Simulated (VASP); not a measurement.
Here is a VASP 6.6.1 calculation.

Contents of INCAR:

```
PREC     = Accurate       # precision mode
ENCUT    = 520            # plane-wave cutoff, eV
EDIFF    = 1E-7           # SCF threshold, eV
ISMEAR   = 0              # smearing method
SIGMA    = 0.1            # smearing width, eV
LREAL    = Auto         
LASPH    = T              # aspherical terms in the spheres
NELM     = 80             # most SCF steps
ALGO     = Normal         # electronic algorithm
ISIF     = 2              # what is computed and relaxed
LWAVE    = F              # write WAVECAR
LCHARG   = F              # write CHGCAR
GGA      = PE             # functional
NBANDS   = 34             # bands
```

The input KPOINTS:

```
regular mesh
0
Gamma
  2 2 2
```

Contents of POSCAR:

```
MgH2
1.0
    0.0000000000      8.6326075902      8.6326075902
    8.6326075902      0.0000000000      8.6326075902
    8.6326075902      8.6326075902      0.0000000000
Mg H
8 16
Direct
    0.8044048901      0.0651983700      0.0651983700
    0.1848016300      0.1848016300      0.1848016300
    0.1848016300      0.1848016300      0.4455951099
    0.1848016300      0.4455951099      0.1848016300
    0.0651983700      0.8044048901      0.0651983700
    0.0651983700      0.0651983700      0.0651983700
    0.0651983700      0.0651983700      0.8044048901
    0.4455951099      0.1848016300      0.1848016300
    0.8801055176      0.8801055176      0.1198944824
    0.8801055176      0.1198944824      0.1198944824
    0.8801055176      0.1198944824      0.8801055176
    0.6250000000      0.1250000000      0.1250000000
    0.1301055176      0.1301055176      0.3698944824
    0.1301055176      0.3698944824      0.1301055176
    0.1250000000      0.1250000000      0.1250000000
    0.3698944824      0.1301055176      0.1301055176
    0.1301055176      0.3698944824      0.3698944824
    0.1250000000      0.1250000000      0.6250000000
    0.3698944824      0.1301055176      0.3698944824
    0.1250000000      0.6250000000      0.1250000000
    0.3698944824      0.3698944824      0.1301055176
    0.1198944824      0.8801055176      0.1198944824
    0.1198944824      0.8801055176      0.8801055176
    0.1198944824      0.1198944824      0.8801055176
```

Potentials or basis: VASP PAW PBE potentials, release 64 (Mg, H).

Command:

```bash
$ cat potpaw_PBE.64/Mg/POTCAR potpaw_PBE.64/H/POTCAR > POTCAR
$ mpirun -np 1 vasp_std > vasp.out
```

(1) What does it give for the band gap on the k mesh?

(2) What does it give for the largest force?

(3) Estimate the pressure.

## Answers

(1) 5.06 eV, direct.

(2) 0.042 eV/Å.

(3) 0.0 GPa.
